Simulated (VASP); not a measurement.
The system is HfO2.

```
Hf O
1.0
     5.21838    0.00000    0.00000
     0.00000    5.28741    0.00000
    -0.87550    0.00000    5.31613
Hf O
4 8
Direct
  0.27550 0.46030 0.70800
  0.72450 0.96030 0.79200
  0.72450 0.53970 0.29200
  0.27550 0.03970 0.20800
  0.07420 0.16840 0.84670
  0.92580 0.66840 0.65330
  0.92580 0.83160 0.15330
  0.07420 0.33160 0.34670
  0.44870 0.74190 0.98010
  0.55130 0.24190 0.51990
  0.55130 0.25810 0.01990
  0.44870 0.75810 0.48010
```

Program: VASP 6.6.1. Alike in all runs: task single point; potentials or basis VASP PAW PBE potentials, release 64 (Hf_pv, O); no spin polarisation; cell as given; k mesh 5 × 5 × 5; cutoff (eV) 520; smearing fermi-dirac 0.05 eV.

Question: Order these runs on this cell by their band gap on the k mesh, lowest first.
A. level PBEsol
B. level PBE exchange alone
C. level r2SCAN

Answer: A (3.86 eV), B (4.05 eV), C (4.45 eV).

Caveats: spin-orbit coupling is left out, which moves the levels of the heavy elements; the cell stands under tension (at least some runs).

A k mesh can miss the band edges.
